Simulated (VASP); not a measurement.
# Rb2Cl6F (Fm-3m) in VASP: single point with r2SCAN

Aim: the single point of Rb2Cl6F with r2SCAN.

Everything below comes from runs of VASP 6.6.1. Logs are shortened: lines on timing, memory, paths and dates and some standing lists are left out, and cuts for length are marked.

**1. The cell of the first run**

It takes space group Fm-3m (No. 225, cubic). Conventional cell: a = 9.628 Å, b = 9.628 Å, c = 9.628 Å, α = 90.00°, β = 90.00°, γ = 90.00°. Within 3.2 Å of F (site symmetry m-3m) lie 6 Cl at 2.45 Å. Within 4.5 Å of Rb (site symmetry -43m) lie 12 Cl at 3.40 Å and 4 F at 4.17 Å. Cl (site symmetry 4mm) has 1 F at 2.45 Å within 3.2 Å.

**2. Single point, r2SCAN**

Contents of POSCAR:

```
Rb2Cl6F
1.0
    0.0000000000      4.8142251808      4.8142251808
    4.8142251808      0.0000000000      4.8142251808
    4.8142251808      4.8142251808      0.0000000000
F Rb Cl
1 2 6
Direct
    0.0000000000      0.0000000000      0.0000000000
    0.2500000000      0.2500000000      0.2500000000
    0.7500000000      0.7500000000      0.7500000000
    0.2545656752      0.7454343248      0.7454343248
    0.7454343248      0.2545656752      0.7454343248
    0.7454343248      0.2545656752      0.2545656752
    0.2545656752      0.7454343248      0.2545656752
    0.7454343248      0.7454343248      0.2545656752
    0.2545656752      0.2545656752      0.7454343248
```

Contents of INCAR.step1:

```
PREC = Accurate ; ENCUT = 520
ISMEAR = 0 ; SIGMA = 0.1618
LREAL = False ; LASPH = True
NELM = 60 ; NBANDS = 44
GGA = PE ; ALGO = Normal
EDIFF = 1E-4 ; LWAVE = True
LCHARG = False
```

Contents of INCAR.step2:

```
PREC = Accurate ; ENCUT = 520
EDIFF = 1E-6 ; ISMEAR = 0
SIGMA = 0.1618 ; LREAL = False
LASPH = True ; NELM = 60
ALGO = Normal ; ISIF = 2
LWAVE = False ; LCHARG = False
METAGGA = R2SCAN ; LMIXTAU = True
NBANDS = 44 ; ISTART = 1
```

Contents of KPOINTS:

```
Automatic mesh
0
Gamma
  6 6 6
```

Potentials or basis: VASP PAW PBE potentials, release 64 (F, Rb_sv, Cl).

Command:

```console
$ cat potpaw_PBE.64/F/POTCAR potpaw_PBE.64/Rb_sv/POTCAR potpaw_PBE.64/Cl/POTCAR > POTCAR
$ cp INCAR.step1 INCAR
$ mpirun -np 1 vasp_std > vasp.out
$ cp INCAR.step2 INCAR
$ mpirun -np 1 vasp_std > vasp.out
```

OUTCAR:

```text
PREC = Accurate
   ENCUT = 520
   EDIFF = 1E-6
   ISMEAR = 0
   LREAL = False
   LASPH = True
   NELM = 60
   ISIF = 2
   METAGGA = R2SCAN
   ISTART = 1

 ion  position               nearest neighbor table
   1  0.000  0.000  0.000-
   2  0.250  0.250  0.250-   6 3.40   7 3.40   9 3.40   4 3.40   5 3.40   9 3.40   4 3.40   7 3.40
                             8 3.40   5 3.40   6 3.40   8 3.40   3 4.81   3 4.81   3 4.81   3 4.81
   3  0.750  0.750  0.750-   4 3.40   7 3.40   9 3.40   5 3.40   6 3.40   9 3.40   6 3.40   7 3.40
                             8 3.40   4 3.40   5 3.40   8 3.40   2 4.81   2 4.81   2 4.81   2 4.81
   4  0.255  0.745  0.745-   2 3.40   2 3.40   3 3.40   3 3.40
   5  0.745  0.255  0.745-   2 3.40   2 3.40   3 3.40   3 3.40
   6  0.745  0.255  0.255-   2 3.40   2 3.40   3 3.40   3 3.40
   7  0.255  0.745  0.255-   2 3.40   2 3.40   3 3.40   3 3.40
   8  0.745  0.745  0.255-   2 3.40   2 3.40   3 3.40   3 3.40
   9  0.255  0.255  0.745-   2 3.40   2 3.40   3 3.40   3 3.40

  LATTYP: Found a face centered cubic cell.
 ALAT       =     9.6284503616

  Lattice vectors:

 A1 = (   0.0000000000,   4.8142251808,   4.8142251808)
 A2 = (   4.8142251808,   0.0000000000,   4.8142251808)
 A3 = (   4.8142251808,   4.8142251808,   0.0000000000)

Analysis of symmetry for initial positions (statically):
=====================================================================
 Subroutine PRICEL returns:
 Original cell was already a primitive cell.

 Routine SETGRP: Setting up the symmetry group for a
 face centered cubic supercell.

 Subroutine GETGRP returns: Found 48 space group operations
 (whereof 48 operations were pure point group operations)
 out of a pool of 48 trial point group operations.

The static configuration has the point symmetry O_h .

Analysis of symmetry for dynamics (positions and initial velocities):
=====================================================================
 Subroutine PRICEL returns:
 Original cell was already a primitive cell.

 Routine SETGRP: Setting up the symmetry group for a
 face centered cubic supercell.

 Subroutine GETGRP returns: Found 48 space group operations
 (whereof 48 operations were pure point group operations)
 out of a pool of 48 trial point group operations.

The dynamic configuration has the point symmetry O_h .

 Subroutine INISYM returns: Found 48 space group operations
 (whereof 48 operations are pure point group operations),
 and found     1 'primitive' translations

----------------------------------------------------------------------------------------

                                     Primitive cell

  volume of cell :     223.1563

  direct lattice vectors                    reciprocal lattice vectors
     0.000000000  4.814225181  4.814225181    -0.103858873  0.103858873  0.103858873
     4.814225181  0.000000000  4.814225181     0.103858873 -0.103858873  0.103858873
     4.814225181  4.814225181  0.000000000     0.103858873  0.103858873 -0.103858873

  length of vectors
     6.808342543  6.808342543  6.808342543     0.179888844  0.179888844  0.179888844

  position of ions in fractional coordinates (direct lattice)
     0.000000000  0.000000000  0.000000000
     0.250000000  0.250000000  0.250000000
     0.750000000  0.750000000  0.750000000
     0.254565675  0.745434325  0.745434325
     0.745434325  0.254565675  0.745434325
     0.745434325  0.254565675  0.254565675
     0.254565675  0.745434325  0.254565675
     0.745434325  0.745434325  0.254565675
     0.254565675  0.254565675  0.745434325

  ion indices of the primitive-cell ions
   primitive index   ion index
                 1           1
                 2           2
                 3           3
                 4           4
                 5           5
                 6           6
                 7           7
                 8           8
                 9           9

----------------------------------------------------------------------------------------

 KPOINTS: Automatic mesh

Automatic generation of k-mesh.
 Grid dimensions read from file:
 generate k-points for:    6    6    6

 Generating k-lattice:

  Cartesian coordinates                     Fractional coordinates (reciprocal lattice)
    -0.017309812  0.017309812  0.017309812     0.166666667  0.000000000  0.000000000
     0.017309812 -0.017309812  0.017309812     0.000000000  0.166666667  0.000000000
     0.017309812  0.017309812 -0.017309812     0.000000000  0.000000000  0.166666667

  Length of vectors
     0.029981474  0.029981474  0.029981474

  Shift w.r.t. Gamma in fractional coordinates (k-lattice)
     0.000000000  0.000000000  0.000000000

 Subroutine IBZKPT returns following result:
 ===========================================

 Found     16 irreducible k-points:

 Following reciprocal coordinates:
            Coordinates               Weight
  0.000000  0.000000  0.000000      1.000000
  0.166667  0.000000  0.000000      8.000000
  0.333333  0.000000  0.000000      8.000000
  0.500000  0.000000  0.000000      4.000000
  0.166667  0.166667  0.000000      6.000000
  0.333333  0.166667  0.000000     24.000000
[... 8 lines left out ...]
 -0.333333  0.333333  0.166667     24.000000
 -0.333333  0.500000  0.166667     12.000000
   k-points           NKPTS =     16   k-points in BZ     NKDIM =     16   number of bands    NBANDS=     44
   number of dos      NEDOS =    301   number of ions     NIONS =      9
   total plane-waves  NPLWV = 157464
   dimension x,y,z NGX =    54 NGY =   54 NGZ =   54
   dimension x,y,z NGXF=   108 NGYF=  108 NGZF=  108
   ions per type =               1   2   6
   NGX,Y,Z   is equivalent  to a cutoff of  13.19, 13.19, 13.19 a.u.
   NGXF,Y,Z  is equivalent  to a cutoff of  26.37, 26.37, 26.37 a.u.
 SYSTEM =  unknown system
   PREC   = accura    normal or accurate (medium, high low for compatibility)
   ISTART =      1    job   : 0-new  1-cont  2-samecut
   ICHARG =      0    charge: 1-file 2-atom 10-const
   ISPIN  =      1    spin polarized calculation?
   LNONCOLLINEAR =      F non collinear calculations
   LSORBIT =      F    spin-orbit coupling
   LASPH  =      T    aspherical Exc in radial PAW
   ENCUT  =  520.0 eV  38.22 Ry    6.18 a.u.  12.66 12.66 12.66*2*pi/ulx,y,z
   NELM   =     60;   NELMIN=  2; NELMDL=  0     # of ELM steps
   EDIFF  = 0.1E-05   stopping-criterion for ELM
   LREAL  =      F    real-space projection
   EDIFFG = 0.1E-04   stopping-criterion for IOM
   NSW    =      0    number of steps for IOM
   IBRION =     -1    ionic relax: 0-MD 1-quasi-New 2-CG
   NFREE  =      0    steps in history (QN), initial steepest desc. (CG)
   ISIF   =      2    stress and relaxation
   ISYM   =      2    0-nonsym 1-usesym 2-fastsym
   POTIM  = 0.5000    time-step for ionic-motion
   TEBEG  =    0.0;   TEEND  =   0.0 temperature during run
   PSTRESS=    0.0 pullay stress
   NELECT =      67.0000    total number of electrons
   NUPDOWN=      -1.0000    fix difference up-down
   EMIN   =  10.00;   EMAX   =-10.00  energy-range for DOS
   EFERMI =   0.00;   METHOD = LEGACY
   ISMEAR =     0;   SIGMA  =   0.16  broadening in eV -4-tet -1-fermi 0-gaus
   EFERMI_NEDOS =   21; number of points for ismear=-14 and -15
   IALGO  =     38    algorithm
   IMIX   =      4    mixing-type and parameters
     AMIX     =   0.40;   BMIX     =  1.00
     AMIX_MAG =   1.60;   BMIX_MAG =  1.00
  volume/ion in A,a.u.               =      24.80       167.33
  Fermi-wavevector in a.u.,A,eV,Ry     =   1.096217  2.071551 16.350021  1.201693
  Thomas-Fermi vector in A             =   2.232555
   LORBIT       =      0    0 simple, 1 ext, 2 COOP (PROOUT), +10 PAW based schemes
   METAGGA = R2SCAN    functional components
   LHFCALC =     F    Hartree Fock is set to
   AEXX    =    0.0000 exact exchange contribution
   IVDW    =     0    specifies the selected vdW correction
   LEPSILON=     F    determine dielectric tensor
   LRPA    =     F    only Hartree local field effects (RPA)
 non-spin polarized calculation
 Gauss-broadening in eV      SIGMA  =   0.16
  energy-cutoff  :      520.00
  volume of cell :      223.16
 maximum number of plane-waves:      6046
 NGX is ok and might be reduce to    54
   NGX = 25   NGY = 25   NGZ = 25

 number of electron      67.0000004 magnetization

 Free energy of the ion-electron system (eV)
  ---------------------------------------------------
  ext. energy  EPLUGINS =         0.00000000
  ---------------------------------------------------
  free energy    TOTEN  =       -72.94771030 eV

  energy without entropy =      -72.80377409  energy(sigma->0) =      -72.87574219

 E-fermi :  -0.5887     XC(G=0):  -9.1202

 val. band max:       -0.5932766227   @ k =   0.3333   0.1667   0.0000
 cond. band min:      -0.5810651246   @ k =  -0.3333   0.5000   0.1667
 fundamental gap:      0.0122114981
 Fermi energy:        -0.5887168762

 k-point     1 :       0.0000    0.0000    0.0000
  band No.  band energies     occupation
      1     -25.2616      2.00000
      2     -25.2491      2.00000
      3     -23.9086      2.00000
      4     -14.8635      2.00000
      5     -14.4026      2.00000
      6     -14.4026      2.00000
[... 36 lines left out ...]
     43       8.4295      0.00000
     44       8.5887      0.00000

 k-point     2 :       0.1667    0.0000    0.0000
  band No.  band energies     occupation
      1     -25.2606      2.00000
      2     -25.2498      2.00000
      3     -23.9087      2.00000
      4     -14.8504      2.00000
      5     -14.4326      2.00000
      6     -14.3830      2.00000
[... 36 lines left out ...]
     43       8.6658      0.00000
     44       8.7488      0.00000

 k-point     3 :       0.3333    0.0000    0.0000
  band No.  band energies     occupation
      1     -25.2580      2.00000
      2     -25.2517      2.00000
      3     -23.9089      2.00000
      4     -14.8171      2.00000
      5     -14.4989      2.00000
      6     -14.3275      2.00000
[... 600 lines left out ...]
     43       9.9104      0.00000
     44       9.9731      0.00000

 k-point    16 :      -0.3333    0.5000    0.1667
  band No.  band energies     occupation
      1     -25.2555      2.00000
      2     -25.2535      2.00000
      3     -23.9089      2.00000
      4     -14.7147      2.00000
      5     -14.4608      2.00000
      6     -14.4369      2.00000
[... 36 lines left out ...]
     43       9.5514      0.00000
     44      10.2462      0.00000

------------------------ aborting loop because EDIFF is reached ----------------------------------------

  FORCE on cell =-STRESS in cart. coord.  units (eV):
  Direction    XX          YY          ZZ          XY          YZ          ZX
  --------------------------------------------------------------------------------------
  -------------------------------------------------------------------------------------
  Total       -0.1231540     -0.1231540     -0.1231540      0.0000000      0.0000000      0.0000000
  in kB       -0.8841991     -0.8841991     -0.8841991      0.0000000      0.0000000      0.0000000
  external PRESSURE =      -0.8841991 kB  Pullay stress =       0.0000000 kB

 VOLUME and BASIS-vectors are now :
 -----------------------------------------------------------------------------
  energy-cutoff  :      520.00
  volume of cell :      223.16
      direct lattice vectors                 reciprocal lattice vectors
     0.000000000  4.814225181  4.814225181    -0.103858873  0.103858873  0.103858873
     4.814225181  0.000000000  4.814225181     0.103858873 -0.103858873  0.103858873
     4.814225181  4.814225181  0.000000000     0.103858873  0.103858873 -0.103858873

 POSITION                                       TOTAL-FORCE (eV/Angst)
 -----------------------------------------------------------------------------------
      0.00000      0.00000      0.00000        -0.000000      0.000000     -0.000000
      2.40711      2.40711      2.40711        -0.000000      0.000000     -0.000000
      7.22134      7.22134      7.22134        -0.000000      0.000000     -0.000000
      7.17738      4.81423      4.81423         0.006977      0.000000     -0.000000
      4.81423      7.17738      4.81423        -0.000000      0.006977     -0.000000
      2.45107      4.81423      4.81423        -0.006977      0.000000     -0.000000
      4.81423      2.45107      4.81423        -0.000000     -0.006977     -0.000000
      4.81423      4.81423      7.17738        -0.000000      0.000000      0.006977
      4.81423      4.81423      2.45107        -0.000000      0.000000     -0.006977
 -----------------------------------------------------------------------------------
    total drift:                               -0.000000     -0.000000     -0.000000

  FREE ENERGIE OF THE ION-ELECTRON SYSTEM (eV)
  ---------------------------------------------------
  free  energy   TOTEN  =       -72.9477102981 eV

  energy  without entropy=      -72.8037740917  energy(sigma->0) =      -72.87574219
```

It took 13 min on 1 thread of Intel Xeon Platinum 8375C at 2.90GHz (Ice Lake), shared host; peak memory 0.5 GiB.

What came out:

```yaml
Free_energy: -72.9477 eV
Pressure: -0.1 GPa
Largest_force: 0.007 eV/Å
Band_gap_on_the_k_mesh: zero (an odd number of electrons rules out a gap without spin polarisation)
```

Forces in eV/Å, atoms in the order of the input:
```
F    0.000  0.000  0.000
Rb   0.000  0.000  0.000
Rb   0.000  0.000  0.000
Cl   0.007  0.000  0.000
Cl   0.000  0.007  0.000
Cl  -0.007  0.000  0.000
Cl   0.000 -0.007  0.000
Cl   0.000  0.000  0.007
Cl   0.000  0.000 -0.007
```

Levels at points of the mesh, in eV from the Fermi level:
```
           k point  band 30  band 31  band 32  band 33  band 34  band 35  band 36  band 37
(0.00, 0.00, 0.00)    -0.21    -0.04    -0.04    -0.04     0.33     0.33     0.33     7.12
(0.50, 0.00, 0.00)    -0.60    -0.53    -0.44    -0.17    -0.17     0.45     0.45     8.72
(0.50, 0.50, 0.00)    -1.05    -1.02    -0.23    -0.07    -0.06     0.19     0.19     8.96
```

Caveat: the PAW data sets were made with another functional, which shifts forces and pressure a little; an odd number of electrons without spin polarisation forces a metal; a magnetic or distorted state may lie lower.
